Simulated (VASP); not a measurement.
# LiF (P6_3mc) in VASP: further runs, part 2 of 2

VASP 6.6.1.

### 4 Single point, PBE (c/a of the conventional cell at fixed volume 1.4929)

File INCAR:

```
SYSTEM = LiF
ALGO = Normal
EDIFF = 1E-6
ENCUT = 520
GGA = PE
ISIF = 2
ISMEAR = 0
LASPH = .True.
LCHARG = .False.
LREAL = .False.
LWAVE = .False.
NBANDS = 18
NELM = 60
PREC = Accurate
SIGMA = 0.05
```

File KPOINTS:

```
k-points
0
Gamma
  9 9 6
  0 0 0
```

File POSCAR:

```
LiF
1.0
    3.1775711328      0.0000000000      0.0000000000
   -1.5887855664      2.7518573233      0.0000000000
    0.0000000000      0.0000000000      4.7437959441
Li F
2 2
Direct
    0.3333333333      0.6666666667      0.3300704633
    0.6666666667      0.3333333333      0.8300704633
    0.3333333333      0.6666666667      0.9939266766
    0.6666666667      0.3333333333      0.4939266766
```

Potentials or basis: VASP PAW PBE potentials, release 64 (Li_sv, F).

Started as:

```sh
$ cat potpaw_PBE.64/Li_sv/POTCAR potpaw_PBE.64/F/POTCAR > POTCAR
$ mpirun -np 1 vasp_std > vasp.out
```

OUTCAR:

```text
SYSTEM = LiF
   EDIFF = 1E-6
   ENCUT = 520
   GGA = PE
   ISIF = 2
   ISMEAR = 0
   LASPH = .True.
   LREAL = .False.
   NELM = 60
   PREC = Accurate

 ion  position               nearest neighbor table
   1  0.333  0.667  0.330-   3 1.59   4 1.99   4 1.99   4 1.99
   2  0.667  0.333  0.830-   4 1.59   3 1.99   3 1.99   3 1.99
   3  0.333  0.667  0.994-   1 1.59   2 1.99   2 1.99   2 1.99
   4  0.667  0.333  0.494-   2 1.59   1 1.99   1 1.99   1 1.99

  LATTYP: Found a hexagonal cell.
 ALAT       =     3.1775711328
 C/A-ratio  =     1.4929000000

  Lattice vectors:

 A1 = (   3.1775711328,   0.0000000000,   0.0000000000)
 A2 = (  -1.5887855664,   2.7518573233,   0.0000000000)
 A3 = (   0.0000000000,   0.0000000000,   4.7437959441)

Analysis of symmetry for initial positions (statically):
=====================================================================
 Subroutine PRICEL returns:
 Original cell was already a primitive cell.

 Routine SETGRP: Setting up the symmetry group for a
 hexagonal supercell.

 Subroutine GETGRP returns: Found 12 space group operations
 (whereof  6 operations were pure point group operations)
 out of a pool of 24 trial point group operations.

The static configuration has the point symmetry C_3v.
 The point group associated with its full space group is C_6v.

Analysis of symmetry for dynamics (positions and initial velocities):
=====================================================================
 Subroutine PRICEL returns:
 Original cell was already a primitive cell.

 Routine SETGRP: Setting up the symmetry group for a
 hexagonal supercell.

 Subroutine GETGRP returns: Found 12 space group operations
 (whereof  6 operations were pure point group operations)
 out of a pool of 24 trial point group operations.

The dynamic configuration has the point symmetry C_3v.
 The point group associated with its full space group is C_6v.

 Subroutine INISYM returns: Found 12 space group operations
 (whereof  6 operations are pure point group operations),
 and found     1 'primitive' translations

----------------------------------------------------------------------------------------

                                     Primitive cell

  volume of cell :      41.4808

  direct lattice vectors                    reciprocal lattice vectors
     3.177571133  0.000000000  0.000000000     0.314705779  0.181695466  0.000000000
    -1.588785566  2.751857323  0.000000000     0.000000000  0.363390933  0.000000000
     0.000000000  0.000000000  4.743795944     0.000000000  0.000000000  0.210801647

  length of vectors
     3.177571133  3.177571133  4.743795944     0.363390933  0.363390933  0.210801647

  position of ions in fractional coordinates (direct lattice)
     0.333333333  0.666666667  0.330070463
     0.666666667  0.333333333  0.830070463
     0.333333333  0.666666667  0.993926677
     0.666666667  0.333333333  0.493926677

  ion indices of the primitive-cell ions
   primitive index   ion index
                 1           1
                 2           2
                 3           3
                 4           4

----------------------------------------------------------------------------------------

 KPOINTS: k-points
[... 24 lines left out ...]
            Coordinates               Weight
  0.000000  0.000000  0.000000      1.000000
  0.111111 -0.000000  0.000000      6.000000
  0.222222  0.000000  0.000000      6.000000
  0.333333  0.000000  0.000000      6.000000
  0.444444  0.000000  0.000000      6.000000
  0.111111  0.111111  0.000000      6.000000
[... 16 lines left out ...]
  0.333333  0.222222  0.166667     24.000000
  0.333333  0.333333  0.166667      4.000000
 [... further k-points ...]
   k-points           NKPTS =     48   k-points in BZ     NKDIM =     48   number of bands    NBANDS=     18
   number of dos      NEDOS =    301   number of ions     NIONS =      4
   total plane-waves  NPLWV =  20736
   dimension x,y,z NGX =    24 NGY =   24 NGZ =   36
   dimension x,y,z NGXF=    48 NGYF=   48 NGZF=   72
   ions per type =               2   2
   NGX,Y,Z   is equivalent  to a cutoff of  12.56, 12.56, 12.62 a.u.
   NGXF,Y,Z  is equivalent  to a cutoff of  25.11, 25.11, 25.23 a.u.
 SYSTEM =  LiF
   PREC   = accura    normal or accurate (medium, high low for compatibility)
   ISTART =      0    job   : 0-new  1-cont  2-samecut
   ICHARG =      2    charge: 1-file 2-atom 10-const
   ISPIN  =      1    spin polarized calculation?
   LNONCOLLINEAR =      F non collinear calculations
   LSORBIT =      F    spin-orbit coupling
   LASPH  =      T    aspherical Exc in radial PAW
   ENCUT  =  520.0 eV  38.22 Ry    6.18 a.u.   5.91  5.91  8.82*2*pi/ulx,y,z
   NELM   =     60;   NELMIN=  2; NELMDL= -5     # of ELM steps
   EDIFF  = 0.1E-05   stopping-criterion for ELM
   LREAL  =      F    real-space projection
   EDIFFG = 0.1E-04   stopping-criterion for IOM
   NSW    =      0    number of steps for IOM
   IBRION =     -1    ionic relax: 0-MD 1-quasi-New 2-CG
   NFREE  =      0    steps in history (QN), initial steepest desc. (CG)
   ISIF   =      2    stress and relaxation
   ISYM   =      2    0-nonsym 1-usesym 2-fastsym
   POTIM  = 0.5000    time-step for ionic-motion
   TEBEG  =    0.0;   TEEND  =   0.0 temperature during run
   PSTRESS=    0.0 pullay stress
   NELECT =      20.0000    total number of electrons
   NUPDOWN=      -1.0000    fix difference up-down
   EMIN   =  10.00;   EMAX   =-10.00  energy-range for DOS
   EFERMI =   0.00;   METHOD = LEGACY
   ISMEAR =     0;   SIGMA  =   0.05  broadening in eV -4-tet -1-fermi 0-gaus
   EFERMI_NEDOS =   21; number of points for ismear=-14 and -15
   IALGO  =     38    algorithm
   IMIX   =      4    mixing-type and parameters
     AMIX     =   0.40;   BMIX     =  1.00
     AMIX_MAG =   1.60;   BMIX_MAG =  1.00
  volume/ion in A,a.u.               =      10.37        69.98
  Fermi-wavevector in a.u.,A,eV,Ry     =   1.283716  2.425872 22.421420  1.647928
  Thomas-Fermi vector in A             =   2.415953
   LORBIT       =      0    0 simple, 1 ext, 2 COOP (PROOUT), +10 PAW based schemes
   GGA     = PE    functional components
   LHFCALC =     F    Hartree Fock is set to
   AEXX    =    0.0000 exact exchange contribution
   IVDW    =     0    specifies the selected vdW correction
   LEPSILON=     F    determine dielectric tensor
   LRPA    =     F    only Hartree local field effects (RPA)
 non-spin polarized calculation
 Gauss-broadening in eV      SIGMA  =   0.05
  energy-cutoff  :      520.00
  volume of cell :       41.48
 maximum number of plane-waves:      1132
 NGX is ok and might be reduce to    24

 number of electron      20.0000023 magnetization

 Free energy of the ion-electron system (eV)
  ---------------------------------------------------
  ext. energy  EPLUGINS =         0.00000000
  ---------------------------------------------------
  free energy    TOTEN  =       -18.81083237 eV

  energy without entropy =      -18.81083237  energy(sigma->0) =      -18.81083237

 E-fermi :  -2.5604     XC(G=0):  -8.6031

 val. band max:       -2.7812656917   @ k =   0.0000   0.0000   0.0000
 cond. band min:       4.7921018594   @ k =   0.0000   0.0000   0.0000
 fundamental gap:      7.5733675511
 Fermi energy:        -2.5604453367

 k-point     1 :       0.0000    0.0000    0.0000
  band No.  band energies     occupation
      1     -43.1700      2.00000
      2     -43.1201      2.00000
      3     -22.0658      2.00000
      4     -21.9464      2.00000
      5      -4.5583      2.00000
      6      -3.1671      2.00000
[... 481 lines left out ...]
      5      -4.4925      2.00000
      6      -4.0474      2.00000
[... 10 lines left out ...]
     17      15.9418      0.00000
     18      17.8158      0.00000

 [... further k-points ...]

------------------------ aborting loop because EDIFF is reached ----------------------------------------

  FORCE on cell =-STRESS in cart. coord.  units (eV):
  Direction    XX          YY          ZZ          XY          YZ          ZX
  --------------------------------------------------------------------------------------
  -------------------------------------------------------------------------------------
  Total       -0.8551143     -0.8551143      6.1191961      0.0000000      0.0000000      0.0000000
  in kB      -33.0283998    -33.0283998    236.3511717      0.0000000      0.0000000      0.0000000
  external PRESSURE =      56.7647907 kB  Pullay stress =       0.0000000 kB

 VOLUME and BASIS-vectors are now :
 -----------------------------------------------------------------------------
  energy-cutoff  :      520.00
  volume of cell :       41.48
      direct lattice vectors                 reciprocal lattice vectors
     3.177571133  0.000000000  0.000000000     0.314705779  0.181695466  0.000000000
    -1.588785566  2.751857323  0.000000000     0.000000000  0.363390933  0.000000000
     0.000000000  0.000000000  4.743795944     0.000000000  0.000000000  0.210801647

 POSITION                                       TOTAL-FORCE (eV/Angst)
 -----------------------------------------------------------------------------------
     -0.00000      1.83457      1.56579        -0.000000     -0.000000      2.191331
      1.58879      0.91729      3.93768         0.000000      0.000000      2.191331
     -0.00000      1.83457      4.71499         0.000000     -0.000000     -2.191331
      1.58879      0.91729      2.34309        -0.000000      0.000000     -2.191331
 -----------------------------------------------------------------------------------
    total drift:                               -0.000001     -0.000002     -0.019456

  FREE ENERGIE OF THE ION-ELECTRON SYSTEM (eV)
  ---------------------------------------------------
  free  energy   TOTEN  =       -18.8108323697 eV

  energy  without entropy=      -18.8108323697  energy(sigma->0) =      -18.81083237
```

OSZICAR:

```text
N       E                     dE             d eps       ncg     rms          rms(c)
DAV:   1     0.121084370873E+03    0.12108E+03   -0.10645E+04  1736   0.119E+03
DAV:   2    -0.963755774385E+01   -0.13072E+03   -0.12754E+03  1940   0.296E+02
DAV:   3    -0.203236871020E+02   -0.10686E+02   -0.10621E+02  3228   0.625E+01
DAV:   4    -0.204200793797E+02   -0.96392E-01   -0.96246E-01  2024   0.766E+00
DAV:   5    -0.204214269121E+02   -0.13475E-02   -0.13469E-02  2398   0.718E-01    0.774E+00
DAV:   6    -0.187478869544E+02    0.16735E+01   -0.47536E+00  1838   0.162E+01    0.236E+00
DAV:   7    -0.187723179430E+02   -0.24431E-01   -0.15932E-01  1988   0.274E+00    0.156E+00
DAV:   8    -0.188109807527E+02   -0.38663E-01   -0.74709E-02  1944   0.269E+00    0.408E-01
DAV:   9    -0.188096302501E+02    0.13505E-02   -0.98438E-03  2352   0.800E-01    0.111E-01
DAV:  10    -0.188108053147E+02   -0.11751E-02   -0.14447E-03  1918   0.288E-01    0.217E-02
DAV:  11    -0.188108294781E+02   -0.24163E-04   -0.44943E-05  2192   0.615E-02    0.870E-03
DAV:  12    -0.188108315913E+02   -0.21132E-05   -0.95319E-06  1898   0.273E-02    0.305E-03
DAV:  13    -0.188108323697E+02   -0.77837E-06   -0.74643E-07  1936   0.759E-03
   1 F= -.18810832E+02 E0= -.18810832E+02  d E =-.671933E-12
```

stdout:

```text
POSCAR found type information on POSCAR LiF
 POSCAR found :  2 types and       4 ions
 scaLAPACK will be used
 LDA part: xc-table for (Slater+PW92), standard interpolation
 POSCAR, INCAR and KPOINTS ok, starting setup
 FFT: planning ... GRIDC
 FFT: planning ... GRID_SOFT
 FFT: planning ... GRID
 WAVECAR not read
 entering main loop
```

Run time: 20 s. Hardware: 1 thread of Intel Xeon 6975P-C, shared host; peak memory 0.16 GiB.

Results:

* Free energy: -18.8108 eV
* Largest force: 2.191 eV/Å
* Band gap on the k mesh: 7.57 eV, direct

Forces in eV/Å, atoms in the order of the input:
```
Li   0.000  0.000  2.191
Li   0.000  0.000  2.191
F    0.000  0.000 -2.191
F    0.000  0.000 -2.191
```

Levels at points of the mesh, in eV from the valence-band top:
| k point | band 7 | band 8 | band 9 | band 10 | band 11 | band 12 | band 13 | band 14 |
| --- | --- | --- | --- | --- | --- | --- | --- | --- |
| (0.00, 0.00, 0.00) | -0.39 | -0.19 | 0.00 | 0.00 | 7.57 | 12.09 | 14.99 | 18.12 |
| (0.00, 0.00, 0.50) | -0.19 | -0.19 | -0.19 | -0.19 | 9.14 | 9.14 | 18.33 | 18.33 |

Caveat: the cutoff is under 1.25 times the usual one of these potentials, so pressure, stress and relaxed cells hold a basis-set (Pulay) error; forces of over 1 eV/Å act on the atoms, so gaps and moduli don't describe the material at rest.

### 5 Single point, PBE (c/a of the conventional cell at fixed volume 1.6936)

File INCAR:

```
SYSTEM = LiF
ALGO = Normal
EDIFF = 1E-7
ENCUT = 520
GGA = PE
ISIF = 2
ISMEAR = 0
LASPH = .TRUE.
LCHARG = .TRUE.
LELF = .TRUE.
LREAL = .FALSE.
LVHAR = .TRUE.
LWAVE = .FALSE.
NBANDS = 18
NELM = 80
PREC = Accurate
SIGMA = 0.05
```

File KPOINTS:

```
k-points
0
G
  9 9 6
  0 0 0
```

File POSCAR:

```
LiF
1.0
    3.0467389106      0.0000000000      0.0000000000
   -1.5233694553      2.6385532953      0.0000000000
    0.0000000000      0.0000000000      5.1599570191
Li F
2 2
Direct
    0.3333333333      0.6666666667      0.4320721835
    0.6666666667      0.3333333333      0.9320721835
    0.3333333333      0.6666666667      0.9939266766
    0.6666666667      0.3333333333      0.4939266766
```

Started as:

```sh
$ cat potpaw_PBE.64/Li_sv/POTCAR potpaw_PBE.64/F/POTCAR > POTCAR
$ mpirun -np 1 vasp_std > vasp.out
```

Wall time 23 s (1 thread of Intel Xeon 6975P-C, shared host); peak memory 0.17 GiB.

The run converged. Its results:

```
Free energy            : -19.0955 eV
Largest force          : 0.336 eV/Å
Band gap on the k mesh : 7.46 eV, direct
```

Forces on the atoms (eV/Å):
```
Li   0.000  0.000 -0.336
Li   0.000  0.000 -0.336
F    0.000  0.000  0.336
F    0.000  0.000  0.336
```

Levels at points of the mesh, in eV from the valence-band top:
| k point | band 6 | band 7 | band 8 | band 9 | band 10 | band 11 | band 12 | band 13 | band 14 | band 15 |
| --- | --- | --- | --- | --- | --- | --- | --- | --- | --- | --- |
| (0.00, 0.00, 0.00) | -0.53 | -0.53 | -0.33 | -0.33 | 0.00 | 7.46 | 11.35 | 14.66 | 18.78 | 18.78 |
| (0.00, 0.00, 0.50) | -1.18 | -0.43 | -0.43 | -0.43 | -0.43 | 9.14 | 9.14 | 16.66 | 16.66 | 19.02 |

Caveat: the cutoff is under 1.25 times the usual one of these potentials, so pressure, stress and relaxed cells hold a basis-set (Pulay) error.

### 6 Overview

```tsv
cell	gap on the mesh (eV)	largest force (eV/Å)
a = 3.047, b = 3.047, c = 5.160 Å, angles 90.0, 90.0, 120.0°, 4 atoms	7.46	0.34
a = 3.077, b = 3.077, c = 5.057 Å, angles 90.0, 90.0, 120.0°, 4 atoms	7.58	0.22
a = 3.178, b = 3.178, c = 4.744 Å, angles 90.0, 90.0, 120.0°, 4 atoms	7.57	2.19
```

Some of these runs hold the atoms at other places in the same cell, which the table doesn't show; runs alike in all that it shows share one row.

Alike in all rows: task single point; level PBE; potentials or basis VASP PAW PBE potentials, release 64 (Li_sv, F); no spin polarisation; k mesh 9 × 9 × 6; cutoff (eV) 520; smearing gaussian 0.05 eV.

Caveats: the cutoff is under 1.25 times the usual one of these potentials, so pressure, stress and relaxed cells hold a basis-set (Pulay) error; forces of over 1 eV/Å act on the atoms, so gaps and moduli don't describe the material at rest (some runs).

Total energies depend on the potentials used, so only differences within one code and one set of settings carry meaning.
